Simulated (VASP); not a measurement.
Runs of VASP 6.6.1 on Si. The structure is that of space group Fd-3m (No. 227), or close to it. The cells are those of the table. 

```tsv
cell	k mesh	gap on the mesh (eV)	pressure (GPa)
a = 3.900 Å, angles 60.0°, 2 atoms	14 × 14 × 14	0.85	-3.7
a = 3.798 Å, angles 60.0°, 2 atoms	14 × 14 × 14	0.71	4.1
a = 3.513 Å, angles 60.0°, 2 atoms	16 × 16 × 16	0.17	46.0
a = 3.632 Å, angles 60.0°, 2 atoms	16 × 16 × 16	0.43	23.8
a = 3.689 Å, angles 60.0°, 2 atoms	14 × 14 × 14	0.54	15.8
a = 3.744 Å, angles 60.0°, 2 atoms	14 × 14 × 14	0.63	9.3
a = 3.318 Å, angles 60.0°, 2 atoms	16 × 16 × 16	none	103.5
a = 3.450 Å, angles 60.0°, 2 atoms	16 × 16 × 16	-	61.1
a = 3.385 Å, angles 60.0°, 2 atoms	16 × 16 × 16	none	80.0
a = 3.850 Å, angles 60.0°, 2 atoms	14 × 14 × 14	(a)	-0.2
a = 3.574 Å, angles 60.0°, 2 atoms	16 × 16 × 16	(b)	33.7
```

Alike in all rows: task single point; level r2SCAN; potentials or basis VASP PAW PBE potentials, release 64 (Si); no spin polarisation; cutoff (eV) 520; smearing gaussian 0.05 eV.

Task: Fill in the values left out.

Result: (a) 0.79; (b) 0.31.

Caveats: the PAW data sets were made with another functional, which shifts forces and pressure a little.

A k mesh can miss the band edges.

A gap of «none» marks levels without a gap at the run's occupations.
